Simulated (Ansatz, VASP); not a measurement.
One calculation of Ga4SbAs, two programs

```
CELL_PARAMETERS angstrom
8.14617 0.00000 0.00000
0.00000 8.14617 0.00000
0.00000 0.00000 5.37282
ATOMIC_POSITIONS crystal
Ga 0.33348 0.00000 0.00000
Ga 0.66652 0.00000 0.00000
Ga 0.00000 0.66652 0.00000
Ga 0.00000 0.33348 0.00000
Sb 0.00000 0.00000 0.00000
As 0.00000 0.00000 0.50000
```

Alike in both runs: functional PBE; k mesh 4 × 4 × 6; occupations gaussian, width 0.1 eV; no spin polarisation.

Ansatz relaxed the structure, and its values are those at the end. VASP's run is a single point on that final structure, the one shown.

|  | VASP | Ansatz |
| --- | --- | --- |
| version | VASP 6.6.1 | Ansatz 0.2.0 |
| potentials or method | VASP PAW PBE potentials, release 64 (Ga_d, Sb, As), cutoff 520 eV | scalar-relativistic, plane waves, PAW |
| valence electrons in the cell | 62 | 82 |

Ansatz gave:

| Item | Value |
| --- | --- |
| gap on the k mesh at the Fermi level (eV) | none |
| pressure (GPa) | 0.1 |
| rms of the force components (eV/Å) | 0.003 |

Q: Estimate VASP's values.

A: gap on the k mesh at the Fermi level (eV): none; pressure (GPa): 0.1; rms of the force components (eV/Å): 0.007.

A gap of «none» marks a metal or a gap that the smearing closes. The functional is the same, so the differences come from potentials, cutoffs and numerics. VASP's potentials hold 62 valence electrons a cell and Ansatz's 82, so a difference there can come from the potentials and not from the codes.

Spin-orbit coupling is off throughout.
